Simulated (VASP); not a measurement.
Crystal: TaN.

```
Ta N
1.0
     5.19100    0.00000    0.00000
    -2.59550    4.49554    0.00000
     0.00000    0.00000    2.90800
Ta N
3 3
Direct
  0.00000 0.00000 0.00000
  0.33333 0.66667 0.50000
  0.66667 0.33333 0.50000
  0.50000 0.00000 0.00000
  0.50000 0.50000 0.00000
  0.00000 0.50000 0.00000
```

Program: VASP 6.6.1. Alike in all runs: task single point; potentials or basis VASP PAW PBE potentials, release 64 (Ta_pv, N); no spin polarisation; cell as given; k mesh 5 × 5 × 7; cutoff (eV) 600; smearing fermi-dirac 0.15 eV.

Problem. Order these runs on this cell by their pressure, lowest first.
A. level PBEsol
B. level revPBE
C. level PBE

Solution. A (1.9 GPa), C (10.5 GPa), B (13.8 GPa).

Caveats: the PAW data sets were made with another functional, which shifts forces and pressure a little (some runs).
